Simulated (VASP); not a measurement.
# Al3FeCo2 (P-3m1) in VASP: a series of runs, part 2 of 2

VASP 6.6.1. The steps go on from the part before.

## Step 3: Single point, PBE

This run uses another cell than the first one, of 11.64 Å³/atom.

INCAR

```
ALGO     = Fast           # electronic algorithm
EDIFF    = 1E-7           # SCF threshold, eV
ENCUT    = 520            # plane-wave cutoff, eV
GGA      = PE             # functional
ISIF     = 2              # what is computed and relaxed
ISMEAR   = 0              # smearing method
LASPH    = T              # aspherical terms in the spheres
LCHARG   = F              # write CHGCAR
LREAL    = F              # projectors in reciprocal space
LWAVE    = F              # write WAVECAR
NBANDS   = 26             # bands
NELM     = 80             # most SCF steps
PREC     = Accurate       # precision mode
SIGMA    = 0.1            # smearing width, eV
```

KPOINTS

```
k-points
0
Gamma
  12 12 8
```

POSCAR

```
Al3FeCo2
1.0
    4.0391057820      0.0000000000      0.0000000000
   -2.0195528910      3.4979682157      0.0000000000
    0.0000000000      0.0000000000      4.9439719602
Al Fe Co
3 1 2
Direct
    0.0000000000      0.0000000000      0.0000000000
    0.6666666667      0.3333333333      0.3343567781
    0.3333333333      0.6666666667      0.6656432219
    0.0000000000      0.0000000000      0.5000000000
    0.3333333333      0.6666666667      0.1654328475
    0.6666666667      0.3333333333      0.8345671525
```

Potentials or basis: VASP PAW PBE potentials, release 64 (Al, Fe, Co).

Launch:

```sh
$ cat potpaw_PBE.64/Al/POTCAR potpaw_PBE.64/Fe/POTCAR potpaw_PBE.64/Co/POTCAR > POTCAR
$ mpirun -np 1 vasp_std > vasp.out
```

OUTCAR:

```text
EDIFF = 1E-7
   ENCUT = 520
   GGA = PE
   ISIF = 2
   ISMEAR = 0
   LASPH = T
   LREAL = F
   NELM = 80
   PREC = Accurate

 ion  position               nearest neighbor table
   1  0.000  0.000  0.000-   5 2.47   6 2.47   5 2.47   6 2.47   6 2.47   5 2.47   4 2.47   4 2.47
                             2 2.86   3 2.86   3 2.86   2 2.86   3 2.86   2 2.86
   2  0.667  0.333  0.334-   6 2.47   4 2.47   4 2.47   4 2.47   6 2.47   5 2.48   5 2.48   5 2.48
                             3 2.85   3 2.85   3 2.85   1 2.86   1 2.86   1 2.86
   3  0.333  0.667  0.666-   5 2.47   4 2.47   4 2.47   4 2.47   5 2.47   6 2.48   6 2.48   6 2.48
                             2 2.85   2 2.85   2 2.85   1 2.86   1 2.86   1 2.86
   4  0.000  0.000  0.500-   2 2.47   3 2.47   3 2.47   2 2.47   2 2.47   3 2.47   1 2.47   1 2.47
                             6 2.86   5 2.86   6 2.86   5 2.86   6 2.86   5 2.86
   5  0.333  0.667  0.165-   3 2.47   1 2.47   1 2.47   1 2.47   3 2.47   2 2.48   2 2.48   2 2.48
                             6 2.85   6 2.85   6 2.85   4 2.86   4 2.86   4 2.86
   6  0.667  0.333  0.835-   2 2.47   1 2.47   1 2.47   1 2.47   2 2.47   3 2.48   3 2.48   3 2.48
                             5 2.85   5 2.85   5 2.85   4 2.86   4 2.86   4 2.86

  LATTYP: Found a hexagonal cell.
 ALAT       =     4.0391057820
 C/A-ratio  =     1.2240263630

  Lattice vectors:

 A1 = (   4.0391057820,   0.0000000000,   0.0000000000)
 A2 = (  -2.0195528910,   3.4979682157,   0.0000000000)
 A3 = (   0.0000000000,   0.0000000000,   4.9439719602)

Analysis of symmetry for initial positions (statically):
=====================================================================
 Subroutine PRICEL returns:
 Original cell was already a primitive cell.

 Routine SETGRP: Setting up the symmetry group for a
 hexagonal supercell.

 Subroutine GETGRP returns: Found 12 space group operations
 (whereof 12 operations were pure point group operations)
 out of a pool of 24 trial point group operations.

The static configuration has the point symmetry D_3d.

Analysis of symmetry for dynamics (positions and initial velocities):
=====================================================================
 Subroutine PRICEL returns:
 Original cell was already a primitive cell.

 Routine SETGRP: Setting up the symmetry group for a
 hexagonal supercell.

 Subroutine GETGRP returns: Found 12 space group operations
 (whereof 12 operations were pure point group operations)
 out of a pool of 24 trial point group operations.

The dynamic configuration has the point symmetry D_3d.

 Subroutine INISYM returns: Found 12 space group operations
 (whereof 12 operations are pure point group operations),
 and found     1 'primitive' translations

----------------------------------------------------------------------------------------

                                     Primitive cell

  volume of cell :      69.8517

  direct lattice vectors                    reciprocal lattice vectors
     4.039105782  0.000000000  0.000000000     0.247579552  0.142940121  0.000000000
    -2.019552891  3.497968216  0.000000000     0.000000000  0.285880242  0.000000000
     0.000000000  0.000000000  4.943971960     0.000000000  0.000000000  0.202266519

  length of vectors
     4.039105782  4.039105782  4.943971960     0.285880242  0.285880242  0.202266519

  position of ions in fractional coordinates (direct lattice)
     0.000000000  0.000000000  0.000000000
     0.666666667  0.333333333  0.334356778
[... 64 lines left out ...]
  0.166667 -0.000000  0.125000      6.000000
  0.000000  0.166667  0.125000      6.000000
 [... further k-points ...]
   k-points           NKPTS =    131   k-points in BZ     NKDIM =    131   number of bands    NBANDS=     26
   number of dos      NEDOS =    301   number of ions     NIONS =      6
   total plane-waves  NPLWV =  36000
   dimension x,y,z NGX =    30 NGY =   30 NGZ =   40
   dimension x,y,z NGXF=    60 NGYF=   60 NGZF=   80
   ions per type =               3   1   2
   NGX,Y,Z   is equivalent  to a cutoff of  12.35, 12.35, 13.45 a.u.
   NGXF,Y,Z  is equivalent  to a cutoff of  24.70, 24.70, 26.90 a.u.
 SYSTEM =  unknown system
   PREC   = accura    normal or accurate (medium, high low for compatibility)
   ISTART =      0    job   : 0-new  1-cont  2-samecut
   ICHARG =      2    charge: 1-file 2-atom 10-const
   ISPIN  =      1    spin polarized calculation?
   LNONCOLLINEAR =      F non collinear calculations
   LSORBIT =      F    spin-orbit coupling
   LASPH  =      T    aspherical Exc in radial PAW
   ENCUT  =  520.0 eV  38.22 Ry    6.18 a.u.   7.51  7.51  9.19*2*pi/ulx,y,z
   NELM   =     80;   NELMIN=  2; NELMDL= -5     # of ELM steps
   EDIFF  = 0.1E-06   stopping-criterion for ELM
   LREAL  =      F    real-space projection
   EDIFFG = 0.1E-05   stopping-criterion for IOM
   NSW    =      0    number of steps for IOM
   IBRION =     -1    ionic relax: 0-MD 1-quasi-New 2-CG
   NFREE  =      0    steps in history (QN), initial steepest desc. (CG)
   ISIF   =      2    stress and relaxation
   ISYM   =      2    0-nonsym 1-usesym 2-fastsym
   POTIM  = 0.5000    time-step for ionic-motion
   TEBEG  =    0.0;   TEEND  =   0.0 temperature during run
   PSTRESS=    0.0 pullay stress
   NELECT =      35.0000    total number of electrons
   NUPDOWN=      -1.0000    fix difference up-down
   EMIN   =  10.00;   EMAX   =-10.00  energy-range for DOS
   EFERMI =   0.00;   METHOD = LEGACY
   ISMEAR =     0;   SIGMA  =   0.10  broadening in eV -4-tet -1-fermi 0-gaus
   EFERMI_NEDOS =   21; number of points for ismear=-14 and -15
   IALGO  =     68    algorithm
   IMIX   =      4    mixing-type and parameters
     AMIX     =   0.40;   BMIX     =  1.00
     AMIX_MAG =   1.60;   BMIX_MAG =  1.00
  volume/ion in A,a.u.               =      11.64        78.56
  Fermi-wavevector in a.u.,A,eV,Ry     =   1.300285  2.457182 23.003922  1.690741
  Thomas-Fermi vector in A             =   2.431494
   LORBIT       =      0    0 simple, 1 ext, 2 COOP (PROOUT), +10 PAW based schemes
   GGA     = PE    functional components
   LHFCALC =     F    Hartree Fock is set to
   AEXX    =    0.0000 exact exchange contribution
   IVDW    =     0    specifies the selected vdW correction
   LEPSILON=     F    determine dielectric tensor
   LRPA    =     F    only Hartree local field effects (RPA)
 non-spin polarized calculation
 RMM-DIIS sequential band-by-band and
 Gauss-broadening in eV      SIGMA  =   0.10
  energy-cutoff  :      520.00
  volume of cell :       69.85
 maximum number of plane-waves:      1914
   NGX = 15   NGY = 15   NGZ = 19

 number of electron      35.0000001 magnetization

 Free energy of the ion-electron system (eV)
  ---------------------------------------------------
  ext. energy  EPLUGINS =         0.00000000
  ---------------------------------------------------
  free energy    TOTEN  =       -36.72885136 eV

  energy without entropy =      -36.71677492  energy(sigma->0) =      -36.72281314

 E-fermi :   9.4676     XC(G=0): -12.2362

 val. band max:        9.4656210912   @ k =   0.1667   0.1667   0.2500
 cond. band min:       9.4697317768   @ k =   0.2500   0.2500   0.5000
 fundamental gap:      0.0041106856
 Fermi energy:         9.4675773587

 k-point     1 :       0.0000    0.0000    0.0000
  band No.  band energies     occupation
      1      -1.1254      2.00000
      2       4.1609      2.00000
      3       4.1704      2.00000
      4       6.5536      2.00000
      5       6.5536      2.00000
      6       6.6876      2.00000
[... 685 lines left out ...]
     25      14.8876      0.00000
     26      15.6876      0.00000

 [... further k-points ...]

------------------------ aborting loop because EDIFF is reached ----------------------------------------

  FORCE on cell =-STRESS in cart. coord.  units (eV):
  Direction    XX          YY          ZZ          XY          YZ          ZX
  --------------------------------------------------------------------------------------
  -------------------------------------------------------------------------------------
  Total       -0.0336968     -0.0336968     -0.0353033      0.0000000      0.0000000      0.0000000
  in kB       -0.7728972     -0.7728972     -0.8097461      0.0000000      0.0000000      0.0000000
  external PRESSURE =      -0.7851801 kB  Pullay stress =       0.0000000 kB

 VOLUME and BASIS-vectors are now :
 -----------------------------------------------------------------------------
  energy-cutoff  :      520.00
  volume of cell :       69.85
      direct lattice vectors                 reciprocal lattice vectors
     4.039105782  0.000000000  0.000000000     0.247579552  0.142940121  0.000000000
    -2.019552891  3.497968216  0.000000000     0.000000000  0.285880242  0.000000000
     0.000000000  0.000000000  4.943971960     0.000000000  0.000000000  0.202266519

 POSITION                                       TOTAL-FORCE (eV/Angst)
 -----------------------------------------------------------------------------------
      0.00000      0.00000      0.00000         0.000000      0.000000      0.000000
      2.01955      1.16599      1.65305         0.000000      0.000000      0.000771
     -0.00000      2.33198      3.29092         0.000000      0.000000     -0.000771
      0.00000      0.00000      2.47199         0.000000      0.000000      0.000000
     -0.00000      2.33198      0.81790         0.000000      0.000000     -0.002014
      2.01955      1.16599      4.12608         0.000000      0.000000      0.002014
 -----------------------------------------------------------------------------------
    total drift:                               -0.000000      0.000000     -0.000000

  FREE ENERGIE OF THE ION-ELECTRON SYSTEM (eV)
  ---------------------------------------------------
  free  energy   TOTEN  =       -36.7288513575 eV

  energy  without entropy=      -36.7167749247  energy(sigma->0) =      -36.72281314
```

Run time: 8.7 min. Hardware: 1 thread of Intel Xeon 8259CL, shared host; peak memory 0.37 GiB.

What came out:

```
Free energy            : -36.7289 eV
Pressure               : -0.1 GPa
Band gap on the k mesh : zero (an odd number of electrons rules out a gap without spin polarisation)
```

Forces in eV/Å, atoms in the order of the input:
```
Al   0.000  0.000  0.000
Al   0.000  0.000  0.001
Al   0.000  0.000 -0.001
Fe   0.000  0.000  0.000
Co   0.000  0.000 -0.002
Co   0.000  0.000  0.002
```

Levels at points of the mesh, in eV from the Fermi level:
```tsv
k point	band 15	band 16	band 17	band 18	band 19	band 20	band 21	band 22
(0.00, 0.00, 0.00)	-0.55	-0.22	-0.22	-0.17	3.12	3.12	3.35	3.35
(0.50, 0.00, 0.00)	-0.87	-0.81	-0.64	-0.48	0.41	1.51	1.88	3.08
(0.00, 0.00, 0.50)	-0.57	0.43	0.43	2.86	2.86	2.87	4.09	4.09
(0.50, 0.00, 0.50)	-0.95	-0.66	-0.50	-0.12	0.83	1.63	1.97	3.60
```

Caveat: the run has no spin polarisation, though such a crystal can be magnetic. Spin polarisation is off, so any magnetic state and its effect on volume and gap are missing.

## Step 4: Single point, PBE (11.99 Å³/atom)

This run uses another cell than the first one, of 11.99 Å³/atom.

INCAR

```
SYSTEM = Al3FeCo2
  PREC = Accurate
  ENCUT = 520
  EDIFF = 1E-6
  ISMEAR = 0
  SIGMA = 0.1
  LREAL = .FALSE.
  LASPH = .TRUE.
  NELM = 60
  ALGO = Fast
  ISIF = 2
  LWAVE = .FALSE.
  LCHARG = .TRUE.
  GGA = PE
  LELF = .TRUE.
  LVHAR = .TRUE.
  NBANDS = 26
```

KPOINTS

```
Automatic mesh
0
G
  12 12 8
  0 0 0
```

POSCAR: that of step 3 with these lines changed.

```diff
@@ -2,5 +2,5 @@
 1.0
-    4.0391057820      0.0000000000      0.0000000000
-   -2.0195528910      3.4979682157      0.0000000000
-    0.0000000000      0.0000000000      4.9439719602
+    4.0790995293      0.0000000000      0.0000000000
+   -2.0395497646      3.5326038169      0.0000000000
+    0.0000000000      0.0000000000      4.9929253613
 Al Fe Co
```

Launch:

```sh
$ cat potpaw_PBE.64/Al/POTCAR potpaw_PBE.64/Fe/POTCAR potpaw_PBE.64/Co/POTCAR > POTCAR
$ mpirun -np 1 vasp_std > vasp.out
```

It took 7.5 min on 1 thread of Intel Xeon 8259CL, shared host; peak memory 0.37 GiB.

It converged, with:

| Item | Value |
| --- | --- |
| Free energy | -36.6946 eV |
| Pressure | -5.1 GPa |
| Largest force | 0.005 eV/Å |
| Band gap on the k mesh | zero (an odd number of electrons rules out a gap without spin polarisation) |

Forces in eV/Å, atoms in the order of the input:
```
Al   0.000  0.000  0.000
Al   0.000  0.000  0.003
Al   0.000  0.000 -0.003
Fe   0.000  0.000  0.000
Co   0.000  0.000  0.005
Co   0.000  0.000 -0.005
```

Levels at points of the mesh, in eV from the Fermi level:
```tsv
k point	band 15	band 16	band 17	band 18	band 19	band 20	band 21	band 22
(0.00, 0.00, 0.00)	-0.52	-0.21	-0.21	-0.17	3.03	3.03	3.25	3.25
(0.50, 0.00, 0.00)	-0.84	-0.78	-0.62	-0.46	0.39	1.44	1.80	2.96
(0.00, 0.00, 0.50)	-0.55	0.40	0.40	2.84	2.84	2.85	3.97	3.97
(0.50, 0.00, 0.50)	-0.91	-0.64	-0.48	-0.13	0.78	1.57	1.90	3.46
```

Caveat: the cell stands under tension; the run has no spin polarisation, though such a crystal can be magnetic.

## Step 5: Single point, PBE (12.34 Å³/atom)

This run uses another cell than the first one, of 12.34 Å³/atom.

INCAR

```
  ALGO = Fast
  EDIFF = 1E-6
  ENCUT = 520
  GGA = PE
  ISIF = 2
  ISMEAR = 0
  LASPH = True
  LCHARG = False
  LREAL = False
  LWAVE = False
  NBANDS = 26
  NELM = 80
  PREC = Accurate
  SIGMA = 0.1
```

KPOINTS

```
k-points
0
Gamma
  12 12 8
```

POSCAR

```
Al3FeCo2
1.0
    4.1183477020      0.0000000000      0.0000000000
   -2.0591738510      3.5665937316      0.0000000000
    0.0000000000      0.0000000000      5.0408792945
Al Fe Co
3 1 2
Direct
    0.0000000000      0.0000000000      0.0000000000
    0.6666666667      0.3333333333      0.3343567140
    0.3333333333      0.6666666667      0.6656432860
    0.0000000000      0.0000000000      0.5000000000
    0.3333333333      0.6666666667      0.1655704377
    0.6666666667      0.3333333333      0.8344295623
```

Launch:

```sh
$ cat potpaw_PBE.64/Al/POTCAR potpaw_PBE.64/Fe/POTCAR potpaw_PBE.64/Co/POTCAR > POTCAR
$ mpirun -np 1 vasp_std > vasp.out
```

Run time: 6.7 min. Hardware: 1 thread of Intel Xeon 8259CL, shared host; peak memory 0.39 GiB.

It converged, with:

```yaml
Free_energy: -36.6000 eV
Pressure: -9.4 GPa
Largest_force: 0.004 eV/Å
Band_gap_on_the_k_mesh: zero (an odd number of electrons rules out a gap without spin polarisation)
```

Forces on the atoms (eV/Å):
```
Al   0.000  0.000  0.000
Al   0.000  0.000  0.004
Al   0.000  0.000 -0.004
Fe   0.000  0.000  0.000
Co   0.000  0.000  0.003
Co   0.000  0.000 -0.003
```

Levels at points of the mesh, in eV from the Fermi level:
```tsv
k point	band 14	band 15	band 16	band 17	band 18	band 19	band 20	band 21	band 22	band 23
(0.00, 0.00, 0.00)	-0.50	-0.50	-0.21	-0.21	-0.16	2.94	2.94	3.16	3.16	4.58
(0.50, 0.00, 0.00)	-1.03	-0.81	-0.75	-0.60	-0.45	0.37	1.37	1.73	2.85	3.67
(0.00, 0.00, 0.50)	-0.53	-0.53	0.38	0.38	2.81	2.81	2.82	3.87	3.87	3.89
(0.50, 0.00, 0.50)	-0.97	-0.88	-0.62	-0.46	-0.13	0.74	1.51	1.83	3.32	3.72
```

Caveat: the cell stands under tension; the run has no spin polarisation, though such a crystal can be magnetic. Spin polarisation is off, so any magnetic state and its effect on volume and gap are missing.

## Step 6: The runs side by side

| cell | further INCAR settings | gap on the mesh (eV) | pressure (GPa) |
| --- | --- | --- | --- |
| a = 3.998, b = 3.998, c = 4.894 Å, angles 90.0, 90.0, 120.0°, 6 atoms | ALGO = Fast; EDIFF = 1e-06; NBANDS = 26 | none | 5.8 |
| a = 4.039, b = 4.039, c = 4.944 Å, angles 90.0, 90.0, 120.0°, 6 atoms | ALGO = Fast; EDIFF = 1e-07; NBANDS = 26 | none | -0.1 |
| a = 4.079, b = 4.079, c = 4.993 Å, angles 90.0, 90.0, 120.0°, 6 atoms | ALGO = Fast; EDIFF = 1e-06; NBANDS = 26 | none | -5.1 |
| a = 4.118, b = 4.118, c = 5.041 Å, angles 90.0, 90.0, 120.0°, 6 atoms | ALGO = Fast; EDIFF = 1e-06; NBANDS = 26 | none | -9.4 |

Alike in all rows: task single point; level PBE; potentials or basis VASP PAW PBE potentials, release 64 (Al, Fe, Co); no spin polarisation; k mesh 12 × 12 × 8; cutoff (eV) 520; smearing gaussian 0.1 eV.

Caveats: the run has no spin polarisation, though such a crystal can be magnetic; the cell stands under tension (at least some runs); the cell stands under pressure (at least some runs).

Absolute energies hang on the potentials; compare differences alone.
